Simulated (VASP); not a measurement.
# NbP: single point with PBEsol

Crystal: NbP.

```xyz
2
Lattice="0.0000 2.7652 2.7652 2.7652 0.0000 2.7652 2.7652 2.7652 0.0000" Properties=species:S:1:pos:R:3 pbc="T T T"
Nb    0.0000    0.0000    0.0000
P     1.3826    1.3826    1.3826
```

| Quantity | Value |
| --- | --- |
| Program | VASP 6.6.1 |
| Task | single point |
| Functional | PBEsol |
| Potentials or basis | VASP PAW PBE potentials, release 64 (Nb_sv, P) |
| Cutoff | 520 eV |
| k mesh | 6 × 6 × 6 |
| Occupations | gaussian, width 0.1 eV |
| Spin | no spin polarisation |
| Dipole correction | no |
| Further INCAR settings | ALGO = Normal; EDIFF = 1e-06; NBANDS = 16 |

```json
{
 "Pressure": "-0.3 GPa",
 "Band gap on the k mesh": "zero (band 9 reaches 7.69 eV, above the bottom of band 10 at 7.07 eV)"
}
```

Levels at points of the mesh, in eV from the Fermi level:
```tsv
k point	band 5	band 6	band 7	band 8	band 9	band 10	band 11	band 12	band 13	band 14
(0.00, 0.00, 0.00)	-11.49	-3.80	-3.80	-3.80	0.00	0.00	2.91	5.81	5.81	5.81
(0.50, 0.00, 0.00)	-10.37	-4.35	-3.35	-3.35	0.52	0.52	0.82	3.53	3.53	4.80
(0.50, 0.50, 0.00)	-9.99	-5.09	-2.18	-2.18	-1.22	1.02	1.17	1.65	1.65	8.12
```

It took 12 s on 1 thread of Intel Xeon 6975P-C (shared host), peak memory 0.17 GiB.

Caveat: the PAW data sets were made with another functional, which shifts forces and pressure a little.
